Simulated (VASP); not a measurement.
Input of a VASP 6.6.1 run:

File INCAR:

```
SYSTEM = Pb
  PREC = Accurate
  ENCUT = 520
  EDIFF = 1E-7
  ISMEAR = -1
  SIGMA = 0.1
  LREAL = .False.
  LASPH = .True.
  NELM = 100
  ALGO = Normal
  ISIF = 2
  LWAVE = .False.
  LCHARG = .True.
  GGA = RP
  LELF = .True.
  LVHAR = .True.
  NBANDS = 13
```

File KPOINTS:

```
Automatic mesh
0
Gamma
  17 17 17
  0 0 0
```

Contents of POSCAR:

```
Pb
1.0
    0.0000000000      2.5506290056      2.5506290056
    2.5506290056      0.0000000000      2.5506290056
    2.5506290056      2.5506290056      0.0000000000
Pb
1
Direct
    0.0000000000      0.0000000000      0.0000000000
```

Potentials or basis: VASP PAW PBE potentials, release 64 (Pb_d).

Command:

```console
$ cat potpaw_PBE.64/Pb_d/POTCAR > POTCAR
$ mpirun -np 1 vasp_std > vasp.out
```

(1) Estimate the pressure.

(2) Predict the band gap on the k mesh.

Results:

(1) 0.1 GPa.

(2) zero (band 7 reaches 13.19 eV, above the bottom of band 8 at 5.01 eV).

Caveat: the PAW data sets were made with another functional, which shifts forces and pressure a little; spin-orbit coupling is left out, which moves the levels of the heavy elements.
